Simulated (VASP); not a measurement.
# LiMgBN2 (I-4m2) in VASP: further runs

The runs below take LiMgBN2 through single point, with PBE.

Program: VASP 6.6.1. These are calculated values, not measurements. Logs are shortened: lines on timing, memory, paths and dates and some standing lists are left out, and cuts for length are marked.

## (1) The cell of the first run

Symmetry: I-4m2, No. 119, tetragonal system. Conventional cell: a = 3.514 Å, b = 3.514 Å, c = 9.598 Å, α = 90.00°, β = 90.00°, γ = 90.00°. Within 2.6 Å of Li (site symmetry -4m2) lie 4 N at 2.00 Å and 4 Mg at 2.48 Å. Mg (site symmetry -4m2) has 4 N at 2.00 Å and 4 Li at 2.48 Å within 2.6 Å. Within 1.9 Å of B (site symmetry -4m2) lie 2 N at 1.45 Å. N (site symmetry 2mm) has 1 B at 1.45 Å within 1.9 Å.

## (2) Single point, PBE (strain -0.080 along x and y, +0.080 along z)

INCAR

```
SYSTEM = LiMgBN2
PREC = Accurate
ENCUT = 520
EDIFF = 1E-6
ISMEAR = 0
SIGMA = 0.05
LREAL = .FALSE.
LASPH = .TRUE.
NELM = 60
ALGO = Normal
ISIF = 2
LWAVE = .FALSE.
LCHARG = .FALSE.
GGA = PE
NBANDS = 17
```

KPOINTS

```
regular mesh
0
G
  8 8 8
  0 0 0
```

POSCAR

```
LiMgBN2
1.0
   -1.7568835200      1.7568835200      4.7990037600
    1.7568835200     -1.7568835200      4.7990037600
    1.7568835200      1.7568835200     -4.7990037600
Li Mg B N
1 1 1 2
Direct
    0.2500000000      0.7500000000      0.5000000000
    0.7500000000      0.2500000000      0.5000000000
    0.5000000000      0.5000000000      0.0000000000
    0.6512635000      0.6512635000      0.0000000000
    0.3487365000      0.3487365000      0.0000000000
```

Potentials or basis: VASP PAW PBE potentials, release 64 (Li_sv, Mg, B, N).

On the command line:

```bash
$ cat potpaw_PBE.64/Li_sv/POTCAR potpaw_PBE.64/Mg/POTCAR potpaw_PBE.64/B/POTCAR potpaw_PBE.64/N/POTCAR > POTCAR
$ mpirun -np 1 vasp_std > vasp.out
```

OUTCAR:

```text
SYSTEM = LiMgBN2
   PREC = Accurate
   ENCUT = 520
   EDIFF = 1E-6
   ISMEAR = 0
   LREAL = .FALSE.
   LASPH = .TRUE.
   NELM = 60
   ISIF = 2
   GGA = PE

 ion  position               nearest neighbor table
   1  0.250  0.750  0.500-   5 2.00   4 2.00   5 2.00   4 2.00   2 2.48   2 2.48   2 2.48   2 2.48

   2  0.750  0.250  0.500-   5 2.00   4 2.00   5 2.00   4 2.00   1 2.48   1 2.48   1 2.48   1 2.48

   3  0.500  0.500  0.000-   4 1.45   5 1.45
   4  0.651  0.651  0.000-   3 1.45   2 2.00   1 2.00   1 2.00   2 2.00
   5  0.349  0.349  0.000-   3 1.45   1 2.00   2 2.00   2 2.00   1 2.00

  LATTYP: Found a body centered tetragonal cell.
 ALAT       =     3.5137670400
 C/A-ratio  =     2.7315435004

  Lattice vectors:

 A1 = (  -1.7568835200,   1.7568835200,   4.7990037600)
 A2 = (   1.7568835200,  -1.7568835200,   4.7990037600)
 A3 = (   1.7568835200,   1.7568835200,  -4.7990037600)

Analysis of symmetry for initial positions (statically):
=====================================================================
 Subroutine PRICEL returns:
 Original cell was already a primitive cell.

 Routine SETGRP: Setting up the symmetry group for a
 body centered tetragonal supercell.

 Subroutine GETGRP returns: Found  8 space group operations
 (whereof  8 operations were pure point group operations)
 out of a pool of 16 trial point group operations.

The static configuration has the point symmetry D_2d.

Analysis of symmetry for dynamics (positions and initial velocities):
=====================================================================
 Subroutine PRICEL returns:
 Original cell was already a primitive cell.

 Routine SETGRP: Setting up the symmetry group for a
 body centered tetragonal supercell.

 Subroutine GETGRP returns: Found  8 space group operations
 (whereof  8 operations were pure point group operations)
 out of a pool of 16 trial point group operations.

The dynamic configuration has the point symmetry D_2d.

 Subroutine INISYM returns: Found  8 space group operations
 (whereof  8 operations are pure point group operations),
 and found     1 'primitive' translations

----------------------------------------------------------------------------------------

                                     Primitive cell

  volume of cell :      59.2512

  direct lattice vectors                    reciprocal lattice vectors
    -1.756883520  1.756883520  4.799003760     0.000000000  0.284594849  0.104188291
     1.756883520 -1.756883520  4.799003760     0.284594849  0.000000000  0.104188291
     1.756883520  1.756883520 -4.799003760     0.284594849  0.284594849  0.000000000

  length of vectors
     5.404046308  5.404046308  5.404046308     0.303066706  0.303066706  0.402477895

  position of ions in fractional coordinates (direct lattice)
     0.250000000  0.750000000  0.500000000
     0.750000000  0.250000000  0.500000000
     0.500000000  0.500000000  0.000000000
     0.651263500  0.651263500  0.000000000
     0.348736500  0.348736500  0.000000000

  ion indices of the primitive-cell ions
   primitive index   ion index
                 1           1
                 2           2
                 3           3
                 4           4
                 5           5

----------------------------------------------------------------------------------------

 KPOINTS: regular mesh

Automatic generation of k-mesh.
 Grid dimensions read from file:
 generate k-points for:    8    8    8

 Generating k-lattice:

  Cartesian coordinates                     Fractional coordinates (reciprocal lattice)
     0.000000000  0.035574356  0.013023536     0.125000000  0.000000000  0.000000000
     0.035574356  0.000000000  0.013023536     0.000000000  0.125000000  0.000000000
     0.035574356  0.035574356  0.000000000     0.000000000  0.000000000  0.125000000

  Length of vectors
     0.037883338  0.037883338  0.050309737

  Shift w.r.t. Gamma in fractional coordinates (k-lattice)
     0.000000000  0.000000000  0.000000000

 Subroutine IBZKPT returns following result:
 ===========================================

 Found     59 irreducible k-points:

 Following reciprocal coordinates:
            Coordinates               Weight
  0.000000  0.000000  0.000000      1.000000
  0.125000  0.000000 -0.000000      8.000000
  0.250000  0.000000 -0.000000      8.000000
  0.375000  0.000000 -0.000000      8.000000
  0.500000  0.000000 -0.000000      4.000000
  0.125000  0.125000 -0.000000      8.000000
[... 16 lines left out ...]
  0.250000  0.125000  0.125000     16.000000
  0.375000  0.125000  0.125000      8.000000
 [... further k-points ...]
   k-points           NKPTS =     59   k-points in BZ     NKDIM =     59   number of bands    NBANDS=     17
   number of dos      NEDOS =    301   number of ions     NIONS =      5
   total plane-waves  NPLWV =  64000
   dimension x,y,z NGX =    40 NGY =   40 NGZ =   40
   dimension x,y,z NGXF=    80 NGYF=   80 NGZF=   80
   ions per type =               1   1   1   2
   NGX,Y,Z   is equivalent  to a cutoff of  12.31, 12.31, 12.31 a.u.
   NGXF,Y,Z  is equivalent  to a cutoff of  24.61, 24.61, 24.61 a.u.
 SYSTEM =  LiMgBN2
   PREC   = accura    normal or accurate (medium, high low for compatibility)
   ISTART =      0    job   : 0-new  1-cont  2-samecut
   ICHARG =      2    charge: 1-file 2-atom 10-const
   ISPIN  =      1    spin polarized calculation?
   LNONCOLLINEAR =      F non collinear calculations
   LSORBIT =      F    spin-orbit coupling
   LASPH  =      T    aspherical Exc in radial PAW
   ENCUT  =  520.0 eV  38.22 Ry    6.18 a.u.  10.05 10.05 10.05*2*pi/ulx,y,z
   NELM   =     60;   NELMIN=  2; NELMDL= -5     # of ELM steps
   EDIFF  = 0.1E-05   stopping-criterion for ELM
   LREAL  =      F    real-space projection
   EDIFFG = 0.1E-04   stopping-criterion for IOM
   NSW    =      0    number of steps for IOM
   IBRION =     -1    ionic relax: 0-MD 1-quasi-New 2-CG
   NFREE  =      0    steps in history (QN), initial steepest desc. (CG)
   ISIF   =      2    stress and relaxation
   ISYM   =      2    0-nonsym 1-usesym 2-fastsym
   POTIM  = 0.5000    time-step for ionic-motion
   TEBEG  =    0.0;   TEEND  =   0.0 temperature during run
   PSTRESS=    0.0 pullay stress
   NELECT =      18.0000    total number of electrons
   NUPDOWN=      -1.0000    fix difference up-down
   EMIN   =  10.00;   EMAX   =-10.00  energy-range for DOS
   EFERMI =   0.00;   METHOD = LEGACY
   ISMEAR =     0;   SIGMA  =   0.05  broadening in eV -4-tet -1-fermi 0-gaus
   EFERMI_NEDOS =   21; number of points for ismear=-14 and -15
   IALGO  =     38    algorithm
   IMIX   =      4    mixing-type and parameters
     AMIX     =   0.40;   BMIX     =  1.00
     AMIX_MAG =   1.60;   BMIX_MAG =  1.00
  volume/ion in A,a.u.               =      11.85        79.97
  Fermi-wavevector in a.u.,A,eV,Ry     =   1.100525  2.079691 16.478774  1.211156
  Thomas-Fermi vector in A             =   2.236938
   LORBIT       =      0    0 simple, 1 ext, 2 COOP (PROOUT), +10 PAW based schemes
   GGA     = PE    functional components
   LHFCALC =     F    Hartree Fock is set to
   AEXX    =    0.0000 exact exchange contribution
   IVDW    =     0    specifies the selected vdW correction
   LEPSILON=     F    determine dielectric tensor
   LRPA    =     F    only Hartree local field effects (RPA)
 non-spin polarized calculation
 Gauss-broadening in eV      SIGMA  =   0.05
  energy-cutoff  :      520.00
  volume of cell :       59.25
 maximum number of plane-waves:      1614
   NGX = 21   NGY = 21   NGZ = 21

 number of electron      17.9999998 magnetization

 Free energy of the ion-electron system (eV)
  ---------------------------------------------------
  ext. energy  EPLUGINS =         0.00000000
  ---------------------------------------------------
  free energy    TOTEN  =       -30.62638246 eV

  energy without entropy =      -30.62638246  energy(sigma->0) =      -30.62638246

 E-fermi :   1.6982     XC(G=0):  -9.0014

 val. band max:        1.3399867361   @ k =   0.5000   0.5000   0.5000
 cond. band min:       4.2421138865   @ k =   0.0000   0.0000   0.0000
 fundamental gap:      2.9021271504
 Fermi energy:         1.6982042689

 k-point     1 :       0.0000    0.0000    0.0000
  band No.  band energies     occupation
      1     -42.0385      2.00000
      2     -12.8755      2.00000
      3     -11.7907      2.00000
      4      -4.0928      2.00000
      5      -1.3762      2.00000
      6      -0.2431      2.00000
[... 9 lines left out ...]
     16      14.1019      0.00000
     17      14.3711      0.00000

 k-point     2 :       0.1250    0.0000   -0.0000
  band No.  band energies     occupation
      1     -42.0380      2.00000
      2     -12.8197      2.00000
      3     -11.8026      2.00000
      4      -4.0224      2.00000
      5      -1.5932      2.00000
      6      -0.6026      2.00000
[... 9 lines left out ...]
     16      13.9320      0.00000
     17      14.1864      0.00000

 k-point     3 :       0.2500    0.0000   -0.0000
  band No.  band energies     occupation
      1     -42.0370      2.00000
      2     -12.6729      2.00000
      3     -11.8398      2.00000
      4      -3.8568      2.00000
      5      -2.1534      2.00000
      6      -1.1052      2.00000
[... 9 lines left out ...]
     16      13.4800      0.00000
     17      13.5272      0.00000

 k-point     4 :       0.3750    0.0000   -0.0000
  band No.  band energies     occupation
      1     -42.0360      2.00000
      2     -12.4978      2.00000
      3     -11.8996      2.00000
      4      -3.7113      2.00000
      5      -2.7071      2.00000
      6      -1.3575      2.00000
[... 9 lines left out ...]
     16      12.8090      0.00000
     17      13.2615      0.00000
[... 343 lines left out ...]
      1     -42.0358      2.00000
      2     -12.5245      2.00000
      3     -11.8239      2.00000
      4      -3.6869      2.00000
      5      -2.2382      2.00000
      6      -1.3456      2.00000
[... 9 lines left out ...]
     16      12.6524      0.00000
     17      13.2604      0.00000

 k-point    23 :       0.2500    0.1250    0.1250
  band No.  band energies     occupation
      1     -42.0349      2.00000
      2     -12.3763      2.00000
      3     -11.8566      2.00000
      4      -3.5136      2.00000
      5      -2.5712      2.00000
      6      -1.5482      2.00000
[... 9 lines left out ...]
     16      12.9718      0.00000
     17      13.6280      0.00000

 k-point    24 :       0.3750    0.1250    0.1250
  band No.  band energies     occupation
      1     -42.0345      2.00000
      2     -12.3043      2.00000
      3     -11.8791      2.00000
      4      -3.4426      2.00000
      5      -2.7379      2.00000
      6      -1.5975      2.00000
[... 9 lines left out ...]
     16      13.1223      0.00000
     17      13.7661      0.00000

 [... further k-points ...]
[... 5 lines left out ...]
  --------------------------------------------------------------------------------------
  -------------------------------------------------------------------------------------
  Total        5.4238504      5.4238504    -12.2428100      0.0000000     -0.0000000      0.0000000
  in kB      146.6632360    146.6632360   -331.0508235      0.0000000     -0.0000000      0.0000000
  external PRESSURE =     -12.5747838 kB  Pullay stress =       0.0000000 kB

 VOLUME and BASIS-vectors are now :
 -----------------------------------------------------------------------------
  energy-cutoff  :      520.00
  volume of cell :       59.25
      direct lattice vectors                 reciprocal lattice vectors
    -1.756883520  1.756883520  4.799003760     0.000000000  0.284594849  0.104188291
     1.756883520 -1.756883520  4.799003760     0.284594849  0.000000000  0.104188291
     1.756883520  1.756883520 -4.799003760     0.284594849  0.284594849  0.000000000

 POSITION                                       TOTAL-FORCE (eV/Angst)
 -----------------------------------------------------------------------------------
      1.75688     -0.00000      2.39950        -0.000000      0.000000     -0.000000
     -0.00000      1.75688      2.39950        -0.000000      0.000000     -0.000000
      0.00000      0.00000      4.79900        -0.000000      0.000000     -0.000000
      0.00000      0.00000      6.25083         0.000000     -0.000000     -5.002517
      0.00000      0.00000      3.34718         0.000000     -0.000000      5.002517
 -----------------------------------------------------------------------------------
    total drift:                               -0.000000      0.000000     -0.000000

  FREE ENERGIE OF THE ION-ELECTRON SYSTEM (eV)
  ---------------------------------------------------
  free  energy   TOTEN  =       -30.6263824572 eV

  energy  without entropy=      -30.6263824572  energy(sigma->0) =      -30.62638246
```

Run time: 71 s. Hardware: 1 thread of Intel Xeon 6975P-C (Granite Rapids), shared host; peak memory 0.27 GiB.

What came out:

```yaml
Free_energy: -30.6264 eV
Largest_force: 5.003 eV/Å
Band_gap_on_the_k_mesh: 2.90 eV, indirect (least direct gap 4.00 eV)
```

Forces on the atoms (eV/Å):
```
Li   0.000  0.000  0.000
Mg   0.000  0.000  0.000
B    0.000  0.000  0.000
N    0.000  0.000 -5.003
N    0.000  0.000  5.003
```

Levels at points of the mesh, in eV from the valence-band top:
```tsv
k point	band 7	band 8	band 9	band 10	band 11	band 12
(0.00, 0.00, 0.00)	-1.58	-1.24	-1.24	2.90	5.71	7.03
(0.50, 0.00, 0.00)	-1.73	-1.55	-0.52	4.62	6.25	6.57
(0.50, 0.50, 0.00)	-2.81	-2.02	-0.83	4.60	5.06	5.75
(0.50, 0.50, 0.50)	-2.37	0.00	0.00	4.02	5.94	5.94
```

Caveat: the cell differs from its parent crystal (strain -0.080 along x and y, +0.080 along z); the cutoff is under 1.25 times the usual one of these potentials, so pressure, stress and relaxed cells hold a basis-set (Pulay) error; forces of over 1 eV/Å act on the atoms, so gaps and moduli don't describe the material at rest. A k mesh can miss the band edges.

(Part 1 of 2 ends here.)
